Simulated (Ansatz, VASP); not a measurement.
**Two plane-wave programs on SnPb3S4**

```
Sn Pb S
1.0
     4.23922   -5.99516    0.00000
     4.23922    5.99516    0.00000
     0.00000    0.00000    4.23922
Sn Pb S
1 3 4
Direct
  0.00000 0.00000 0.50000
  0.00000 0.50000 0.00000
  0.50000 0.50000 0.50000
  0.50000 0.00000 0.00000
  0.75000 0.75000 0.00000
  0.75000 0.25000 0.50000
  0.25000 0.75000 0.50000
  0.25000 0.25000 0.00000
```

Alike in both runs: task single point; functional PBE; k mesh 4 × 4 × 4; occupations gaussian, width 0.1 eV; no spin polarisation.

|  | VASP | Ansatz |
| --- | --- | --- |
| version | VASP 6.6.1 | Ansatz 0.2.0 |
| potentials or method | VASP PAW PBE potentials, release 64 (Sn_d, Pb_d, S), cutoff 520 eV | scalar-relativistic, plane waves, PAW |
| valence electrons in the cell | 80 | 80 |

```csv
,VASP,Ansatz,Ansatz less VASP
gap on the k mesh at the Fermi level (eV),0.13,0.12,-0.004
least direct gap on the mesh (eV),0.13,0.12,-0.004
pressure (GPa),-0.7,-0.6,+0.07
rms of the force components (eV/Å),0.084,0.084,+0.0003
```

Atom by atom the forces differ by 0.000 eV/Å (rms over components).

Neither program's run includes spin-orbit coupling.
